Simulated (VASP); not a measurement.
# LiBr (Fm-3m) in VASP: further runs

Runs on LiBr. Level: PBE. Tasks: electric field gradients.

All numbers are computed with VASP 6.6.1; they aren't measurements. Logs are shortened: lines on timing, memory, paths and dates and some standing lists are left out, and cuts for length are marked.

## 1. The cell of the first run

It takes space group Fm-3m (No. 225, cubic). The conventional cell has a = 4.765 Å, b = 4.765 Å, c = 4.765 Å, α = 90.00°, β = 90.00°, γ = 90.00°. Li (site symmetry m-3m) has 6 Br at 2.38 Å within 3.1 Å. Within 3.1 Å of Br (site symmetry m-3m) lie 6 Li at 2.38 Å.

## 2. Electric field gradients, PBE (volume scaled by 0.65)

INCAR reads:

```
SYSTEM = LiBr
PREC = Accurate
ENCUT = 650
EDIFF = 1E-8
ISMEAR = -1
SIGMA = 0.03
LREAL = .FALSE.
LASPH = .TRUE.
NELM = 120
ALGO = Normal
ISIF = 2
LWAVE = .FALSE.
LCHARG = .FALSE.
GGA = PE
LEFG = .TRUE.
NBANDS = 12
GGA_COMPAT = .FALSE.
```

KPOINTS reads:

```
Automatic mesh
0
G
  9 9 9
  0 0 0
```

POSCAR reads:

```
LiBr
1.0
    0.0000000000      2.3827205951      2.3827205951
    2.3827205951      0.0000000000      2.3827205951
    2.3827205951      2.3827205951      0.0000000000
Li Br
1 1
Direct
    0.0000000000      0.0000000000      0.0000000000
    0.5000000000      0.5000000000      0.5000000000
```

Potentials or basis: VASP PAW PBE potentials, release 64 (Li_sv, Br).

Launch:

```console
$ cat potpaw_PBE.64/Li_sv/POTCAR potpaw_PBE.64/Br/POTCAR > POTCAR
$ mpirun -np 1 vasp_std > vasp.out
```

OUTCAR:

```text
SYSTEM = LiBr
   PREC = Accurate
   ENCUT = 650
   EDIFF = 1E-8
   ISMEAR = -1
   LREAL = .FALSE.
   LASPH = .TRUE.
   NELM = 120
   ISIF = 2
   GGA = PE

 ion  position               nearest neighbor table
   1  0.000  0.000  0.000-   2 2.38   2 2.38   2 2.38   2 2.38   2 2.38   2 2.38
   2  0.500  0.500  0.500-   1 2.38   1 2.38   1 2.38   1 2.38   1 2.38   1 2.38

  LATTYP: Found a face centered cubic cell.
 ALAT       =     4.7654411902

  Lattice vectors:

 A1 = (   0.0000000000,   2.3827205951,   2.3827205951)
 A2 = (   2.3827205951,   0.0000000000,   2.3827205951)
 A3 = (   2.3827205951,   2.3827205951,   0.0000000000)

Analysis of symmetry for initial positions (statically):
=====================================================================
 Subroutine PRICEL returns:
 Original cell was already a primitive cell.

 Routine SETGRP: Setting up the symmetry group for a
 face centered cubic supercell.

 Subroutine GETGRP returns: Found 48 space group operations
 (whereof 48 operations were pure point group operations)
 out of a pool of 48 trial point group operations.

The static configuration has the point symmetry O_h .

Analysis of symmetry for dynamics (positions and initial velocities):
=====================================================================
 Subroutine PRICEL returns:
 Original cell was already a primitive cell.

 Routine SETGRP: Setting up the symmetry group for a
 face centered cubic supercell.

 Subroutine GETGRP returns: Found 48 space group operations
 (whereof 48 operations were pure point group operations)
 out of a pool of 48 trial point group operations.

The dynamic configuration has the point symmetry O_h .

 Subroutine INISYM returns: Found 48 space group operations
 (whereof 48 operations are pure point group operations),
 and found     1 'primitive' translations

----------------------------------------------------------------------------------------

                                     Primitive cell

  volume of cell :      27.0551

  direct lattice vectors                    reciprocal lattice vectors
     0.000000000  2.382720595  2.382720595    -0.209844159  0.209844159  0.209844159
     2.382720595  0.000000000  2.382720595     0.209844159 -0.209844159  0.209844159
     2.382720595  2.382720595  0.000000000     0.209844159  0.209844159 -0.209844159

  length of vectors
     3.369675781  3.369675781  3.369675781     0.363460745  0.363460745  0.363460745

  position of ions in fractional coordinates (direct lattice)
     0.000000000  0.000000000  0.000000000
     0.500000000  0.500000000  0.500000000

  ion indices of the primitive-cell ions
   primitive index   ion index
                 1           1
                 2           2

----------------------------------------------------------------------------------------

 KPOINTS: Automatic mesh

Automatic generation of k-mesh.
 Grid dimensions read from file:
 generate k-points for:    9    9    9

 Generating k-lattice:

  Cartesian coordinates                     Fractional coordinates (reciprocal lattice)
    -0.023316018  0.023316018  0.023316018     0.111111111  0.000000000  0.000000000
     0.023316018 -0.023316018  0.023316018     0.000000000  0.111111111  0.000000000
     0.023316018  0.023316018 -0.023316018     0.000000000  0.000000000  0.111111111

  Length of vectors
     0.040384527  0.040384527  0.040384527

  Shift w.r.t. Gamma in fractional coordinates (k-lattice)
     0.000000000  0.000000000  0.000000000

 Subroutine IBZKPT returns following result:
 ===========================================

 Found     35 irreducible k-points:

 Following reciprocal coordinates:
            Coordinates               Weight
  0.000000  0.000000  0.000000      1.000000
  0.111111  0.000000  0.000000      8.000000
  0.222222  0.000000  0.000000      8.000000
  0.333333  0.000000  0.000000      8.000000
  0.444444  0.000000  0.000000      8.000000
  0.111111  0.111111  0.000000      6.000000
[... 16 lines left out ...]
 -0.333333  0.333333  0.000000     12.000000
  0.444444  0.444444  0.000000      6.000000
 [... further k-points ...]
   k-points           NKPTS =     35   k-points in BZ     NKDIM =     35   number of bands    NBANDS=     12
   number of dos      NEDOS =    301   number of ions     NIONS =      2
   total plane-waves  NPLWV =  21952
   dimension x,y,z NGX =    28 NGY =   28 NGZ =   28
   dimension x,y,z NGXF=    56 NGYF=   56 NGZF=   56
   ions per type =               1   1
   NGX,Y,Z   is equivalent  to a cutoff of  13.81, 13.81, 13.81 a.u.
   NGXF,Y,Z  is equivalent  to a cutoff of  27.63, 27.63, 27.63 a.u.
 SYSTEM =  LiBr
   PREC   = accura    normal or accurate (medium, high low for compatibility)
   ISTART =      0    job   : 0-new  1-cont  2-samecut
   ICHARG =      2    charge: 1-file 2-atom 10-const
   ISPIN  =      1    spin polarized calculation?
   LNONCOLLINEAR =      F non collinear calculations
   LSORBIT =      F    spin-orbit coupling
   LASPH  =      T    aspherical Exc in radial PAW
   ENCUT  =  650.0 eV  47.77 Ry    6.91 a.u.   7.00  7.00  7.00*2*pi/ulx,y,z
   NELM   =    120;   NELMIN=  2; NELMDL= -5     # of ELM steps
   EDIFF  = 0.1E-07   stopping-criterion for ELM
   LREAL  =      F    real-space projection
   EDIFFG = 0.1E-06   stopping-criterion for IOM
   NSW    =      0    number of steps for IOM
   IBRION =     -1    ionic relax: 0-MD 1-quasi-New 2-CG
   NFREE  =      0    steps in history (QN), initial steepest desc. (CG)
   ISIF   =      2    stress and relaxation
   ISYM   =      2    0-nonsym 1-usesym 2-fastsym
   POTIM  = 0.5000    time-step for ionic-motion
   TEBEG  =    0.0;   TEEND  =   0.0 temperature during run
   PSTRESS=    0.0 pullay stress
   NELECT =      10.0000    total number of electrons
   NUPDOWN=      -1.0000    fix difference up-down
   EMIN   =  10.00;   EMAX   =-10.00  energy-range for DOS
   EFERMI =   0.00;   METHOD = LEGACY
   ISMEAR =    -1;   SIGMA  =   0.03  broadening in eV -4-tet -1-fermi 0-gaus
   EFERMI_NEDOS =   21; number of points for ismear=-14 and -15
   IALGO  =     38    algorithm
   IMIX   =      4    mixing-type and parameters
     AMIX     =   0.40;   BMIX     =  1.00
     AMIX_MAG =   1.60;   BMIX_MAG =  1.00
  volume/ion in A,a.u.               =      13.53        91.29
  Fermi-wavevector in a.u.,A,eV,Ry     =   1.174875  2.220192 18.780551  1.380332
  Thomas-Fermi vector in A             =   2.311265
   LORBIT       =      0    0 simple, 1 ext, 2 COOP (PROOUT), +10 PAW based schemes
   GGA     = PE    functional components
   LHFCALC =     F    Hartree Fock is set to
   AEXX    =    0.0000 exact exchange contribution
   IVDW    =     0    specifies the selected vdW correction
   LEPSILON=     F    determine dielectric tensor
   LRPA    =     F    only Hartree local field effects (RPA)
 non-spin polarized calculation
  energy-cutoff  :      650.00
  volume of cell :       27.06
 maximum number of plane-waves:      1030
   NGX = 13   NGY = 13   NGZ = 13

 number of electron      10.0000003 magnetization

 Free energy of the ion-electron system (eV)
  ---------------------------------------------------
  ext. energy  EPLUGINS =         0.00000000
  ---------------------------------------------------
  free energy    TOTEN  =        -5.73661606 eV

  energy without entropy =       -5.73661606  energy(sigma->0) =       -5.73661606

 E-fermi :   4.9819     XC(G=0): -10.3374

 val. band max:        4.2890030177   @ k =  -0.1111   0.1111   0.0000
 cond. band min:      10.0824000089   @ k =   0.4444   0.0000   0.0000
 fundamental gap:      5.7933969912
 Fermi energy:         4.9819095956

 k-point     1 :       0.0000    0.0000    0.0000
  band No.  band energies     occupation
      1     -40.0658      2.00000
      2     -11.3029      2.00000
      3       4.2689      2.00000
      4       4.2689      2.00000
      5       4.2689      2.00000
      6      11.9687      0.00000
      7      14.8300      0.00000
      8      14.8300      0.00000
      9      14.8300      0.00000
     10      18.2719      0.00000
     11      18.2719      0.00000
     12      18.2719      0.00000

 k-point     2 :       0.1111    0.0000    0.0000
  band No.  band energies     occupation
      1     -40.0647      2.00000
      2     -11.1851      2.00000
      3       3.4362      2.00000
      4       4.1936      2.00000
      5       4.1936      2.00000
      6      12.2389      0.00000
      7      14.4638      0.00000
      8      14.9650      0.00000
      9      14.9650      0.00000
     10      16.5118      0.00000
     11      16.5118      0.00000
     12      18.6182      0.00000

 k-point     3 :       0.2222    0.0000    0.0000
  band No.  band energies     occupation
      1     -40.0617      2.00000
      2     -10.8613      2.00000
      3       1.7378      2.00000
      4       4.0197      2.00000
      5       4.0197      2.00000
      6      11.4926      0.00000
      7      13.9413      0.00000
      8      13.9413      0.00000
      9      15.8010      0.00000
     10      17.0762      0.00000
     11      17.0762      0.00000
     12      19.2723      0.00000
[... 286 lines left out ...]
 k-point    23 :      -0.3333    0.3333    0.0000
  band No.  band energies     occupation
      1     -40.0534      2.00000
      2      -9.6276      2.00000
      3      -0.1257      2.00000
      4       0.3018      2.00000
      5       2.8345      2.00000
      6      10.9995      0.00000
      7      14.7759      0.00000
      8      15.6680      0.00000
      9      16.4471      0.00000
     10      19.0562      0.00000
     11      20.1486      0.00000
     12      23.2528      0.00000

 k-point    24 :       0.4444    0.4444    0.0000
  band No.  band energies     occupation
      1     -40.0530      2.00000
      2      -9.5145      2.00000
      3      -1.0832      2.00000
      4       1.9944      2.00000
      5       1.9944      2.00000
      6      10.2596      0.00000
      7      11.1307      0.00000
      8      19.5916      0.00000
      9      19.5916      0.00000
     10      19.8199      0.00000
     11      22.1181      0.00000
     12      24.7919      0.00000

 [... further k-points ...]
[... 5 lines left out ...]
  --------------------------------------------------------------------------------------
  -------------------------------------------------------------------------------------
  Total        4.8755661      4.8755661      4.8755661      0.0000000      0.0000000     -0.0000000
  in kB      288.7262579    288.7262579    288.7262579      0.0000000      0.0000000     -0.0000000
  external PRESSURE =     288.7262579 kB  Pullay stress =       0.0000000 kB

 VOLUME and BASIS-vectors are now :
 -----------------------------------------------------------------------------
  energy-cutoff  :      650.00
  volume of cell :       27.06
      direct lattice vectors                 reciprocal lattice vectors
     0.000000000  2.382720595  2.382720595    -0.209844159  0.209844159  0.209844159
     2.382720595  0.000000000  2.382720595     0.209844159 -0.209844159  0.209844159
     2.382720595  2.382720595  0.000000000     0.209844159  0.209844159 -0.209844159

 POSITION                                       TOTAL-FORCE (eV/Angst)
 -----------------------------------------------------------------------------------
      0.00000      0.00000      0.00000        -0.000000      0.000000      0.000000
      2.38272      2.38272      2.38272         0.000000     -0.000000     -0.000000
 -----------------------------------------------------------------------------------
    total drift:                                0.000000      0.000000      0.000000

  FREE ENERGIE OF THE ION-ELECTRON SYSTEM (eV)
  ---------------------------------------------------
  free  energy   TOTEN  =        -5.7366160575 eV

  energy  without entropy=       -5.7366160575  energy(sigma->0) =       -5.73661606

 Electric field gradients (V/A^2)
---------------------------------------------------------------------
 ion       V_xx      V_yy      V_zz      V_xy      V_xz      V_yz
---------------------------------------------------------------------
   1      -0.000    -0.000     0.000    -0.002    -0.002    -0.002
   2      -0.000     0.000    -0.000    -0.000    -0.000    -0.000
---------------------------------------------------------------------

 Electric field gradients after diagonalization (V/A^2)
 (convention: |V_zz| > |V_xx| > |V_yy|)
----------------------------------------------------------------------
 ion       V_xx      V_yy      V_zz     asymmetry (V_yy - V_xx)/ V_zz
----------------------------------------------------------------------
   1       0.002     0.002    -0.005       0.000
   2       0.000     0.000    -0.001       0.000
----------------------------------------------------------------------

           NMR quadrupolar parameters

 Cq : quadrupolar parameter    Cq=e*Q*V_zz/h
 eta: asymmetry parameters     (V_yy - V_xx)/ V_zz
 Q  : nuclear electric quadrupole moment in mb (millibarn)
----------------------------------------------------------------------
 ion       Cq(MHz)       eta       Q (mb)
----------------------------------------------------------------------
   1      -0.000       0.000       1.000
   2      -0.000       0.000       1.000
----------------------------------------------------------------------
```

Wall time 7.8 s (1 thread of AMD EPYC 9R45 (Zen 5), shared host); peak memory 0.13 GiB.

Results:

| Item | Value |
| --- | --- |
| Free energy | -5.7366 eV |
| Pressure | 28.9 GPa |
| Band gap on the k mesh | 5.79 eV, indirect (least direct gap 6.34 eV) |

Levels at points of the mesh, in eV from the valence-band top:
| k point | band 2 | band 3 | band 4 | band 5 | band 6 | band 7 | band 8 | band 9 |
| --- | --- | --- | --- | --- | --- | --- | --- | --- |
| (0.00, 0.00, 0.00) | -15.59 | -0.02 | -0.02 | -0.02 | 7.68 | 10.54 | 10.54 | 10.54 |

Caveat: without QUAD_EFG the Cq values of the log hold for a quadrupole moment of 1 mb, not for the nuclei.

## 3. Electric field gradients, PBE (volume scaled by 0.8)

INCAR reads:

```
SYSTEM = LiBr
  PREC = Accurate
  ENCUT = 650
  EDIFF = 1E-8
  ISMEAR = -1
  SIGMA = 0.03
  LREAL = .False.
  LASPH = .True.
  NELM = 120
  ALGO = Normal
  ISIF = 2
  LWAVE = .False.
  LCHARG = .False.
  GGA = PE
  LEFG = .True.
  NBANDS = 12
  GGA_COMPAT = .False.
```

KPOINTS reads:

```
regular mesh
0
Gamma
  9 9 9
  0 0 0
```

POSCAR reads:

```
LiBr
1.0
    0.0000000000      2.5534772650      2.5534772650
    2.5534772650      0.0000000000      2.5534772650
    2.5534772650      2.5534772650      0.0000000000
Li Br
1 1
Direct
    0.0000000000      0.0000000000      0.0000000000
    0.5000000000      0.5000000000      0.5000000000
```

Potentials or basis: VASP PAW PBE potentials, release 64 (Li_sv, Br).

Launch:

```console
$ cat potpaw_PBE.64/Li_sv/POTCAR potpaw_PBE.64/Br/POTCAR > POTCAR
$ mpirun -np 1 vasp_std > vasp.out
```

OUTCAR:

```text
SYSTEM = LiBr
   PREC = Accurate
   ENCUT = 650
   EDIFF = 1E-8
   ISMEAR = -1
   LREAL = .False.
   LASPH = .True.
   NELM = 120
   ISIF = 2
   GGA = PE

 ion  position               nearest neighbor table
   1  0.000  0.000  0.000-   2 2.55   2 2.55   2 2.55   2 2.55   2 2.55   2 2.55
   2  0.500  0.500  0.500-   1 2.55   1 2.55   1 2.55   1 2.55   1 2.55   1 2.55

  LATTYP: Found a face centered cubic cell.
 ALAT       =     5.1069545300

  Lattice vectors:

 A1 = (   0.0000000000,   2.5534772650,   2.5534772650)
 A2 = (   2.5534772650,   0.0000000000,   2.5534772650)
 A3 = (   2.5534772650,   2.5534772650,   0.0000000000)

Analysis of symmetry for initial positions (statically):
=====================================================================
 Subroutine PRICEL returns:
 Original cell was already a primitive cell.

 Routine SETGRP: Setting up the symmetry group for a
 face centered cubic supercell.

[... 549 lines left out ...]
      direct lattice vectors                 reciprocal lattice vectors
     0.000000000  2.553477265  2.553477265    -0.195811416  0.195811416  0.195811416
     2.553477265  0.000000000  2.553477265     0.195811416 -0.195811416  0.195811416
     2.553477265  2.553477265  0.000000000     0.195811416  0.195811416 -0.195811416

 POSITION                                       TOTAL-FORCE (eV/Angst)
 -----------------------------------------------------------------------------------
      0.00000      0.00000      0.00000         0.000000      0.000000      0.000000
      2.55348      2.55348      2.55348         0.000000      0.000000      0.000000
 -----------------------------------------------------------------------------------
    total drift:                               -0.000000     -0.000000      0.000000

  FREE ENERGIE OF THE ION-ELECTRON SYSTEM (eV)
  ---------------------------------------------------
  free  energy   TOTEN  =        -6.4331759061 eV

  energy  without entropy=       -6.4331759061  energy(sigma->0) =       -6.43317591

 Electric field gradients (V/A^2)
---------------------------------------------------------------------
 ion       V_xx      V_yy      V_zz      V_xy      V_xz      V_yz
---------------------------------------------------------------------
   1       0.000    -0.000    -0.000    -0.003    -0.003    -0.003
   2       0.000    -0.000     0.000    -0.000    -0.000    -0.000
---------------------------------------------------------------------

 Electric field gradients after diagonalization (V/A^2)
 (convention: |V_zz| > |V_xx| > |V_yy|)
----------------------------------------------------------------------
 ion       V_xx      V_yy      V_zz     asymmetry (V_yy - V_xx)/ V_zz
----------------------------------------------------------------------
   1       0.003     0.003    -0.005       0.000
   2       0.000     0.000    -0.001       0.000
----------------------------------------------------------------------

           NMR quadrupolar parameters

 Cq : quadrupolar parameter    Cq=e*Q*V_zz/h
 eta: asymmetry parameters     (V_yy - V_xx)/ V_zz
 Q  : nuclear electric quadrupole moment in mb (millibarn)
----------------------------------------------------------------------
 ion       Cq(MHz)       eta       Q (mb)
----------------------------------------------------------------------
   1      -0.000       0.000       1.000
   2      -0.000       0.000       1.000
----------------------------------------------------------------------
```

OSZICAR:

```text
N       E                     dE             d eps       ncg     rms          rms(c)
DAV:   1     0.453205784217E+02    0.45321E+02   -0.46187E+03   840   0.894E+02
DAV:   2    -0.399236097301E+01   -0.49313E+02   -0.47136E+02  1048   0.148E+02
DAV:   3    -0.640307965070E+01   -0.24107E+01   -0.24043E+01  1116   0.341E+01
DAV:   4    -0.645237700397E+01   -0.49297E-01   -0.49280E-01  1080   0.481E+00
DAV:   5    -0.645328404003E+01   -0.90704E-03   -0.90702E-03  1064   0.546E-01    0.244E+00
DAV:   6    -0.643022744450E+01    0.23057E-01   -0.38923E-02  1032   0.100E+00    0.152E+00
DAV:   7    -0.643189783157E+01   -0.16704E-02   -0.30739E-02  1184   0.100E+00    0.437E-01
DAV:   8    -0.643316982134E+01   -0.12720E-02   -0.29385E-03  1032   0.374E-01    0.655E-02
DAV:   9    -0.643315641804E+01    0.13403E-04   -0.50939E-05   996   0.513E-02    0.182E-02
DAV:  10    -0.643317358614E+01   -0.17168E-04   -0.27500E-05  1024   0.401E-02    0.980E-03
DAV:  11    -0.643317632069E+01   -0.27346E-05   -0.23568E-06  1112   0.100E-02    0.688E-03
DAV:  12    -0.643317639257E+01   -0.71880E-07   -0.21086E-07   984   0.336E-03    0.219E-03
DAV:  13    -0.643317590943E+01    0.48314E-06   -0.30206E-08   976   0.111E-03    0.206E-04
DAV:  14    -0.643317590609E+01    0.33424E-08   -0.16089E-09   500   0.279E-04
   1 F= -.64331759E+01 E0= -.64331759E+01  d E =-.267646E-10
```

stdout:

```text
POSCAR found type information on POSCAR LiBr
 POSCAR found :  2 types and       2 ions
 scaLAPACK will be used
 LDA part: xc-table for (Slater+PW92), standard interpolation
 POSCAR, INCAR and KPOINTS ok, starting setup
 FFT: planning ... GRIDC
 FFT: planning ... GRID_SOFT
 FFT: planning ... GRID
 WAVECAR not read
 entering main loop
ion   1

ion   2
```

Run time: 8.3 s. Hardware: 1 thread of AMD EPYC 9R45 (Zen 5), shared host; peak memory 0.14 GiB.

Results:

```
Free energy            : -6.4332 eV
Pressure               : 9.6 GPa
Band gap on the k mesh : 5.75 eV, indirect (least direct gap 6.13 eV)
```

Caveat: without QUAD_EFG the Cq values of the log hold for a quadrupole moment of 1 mb, not for the nuclei. A k mesh can miss the band edges.

[end of part 1 of 2]
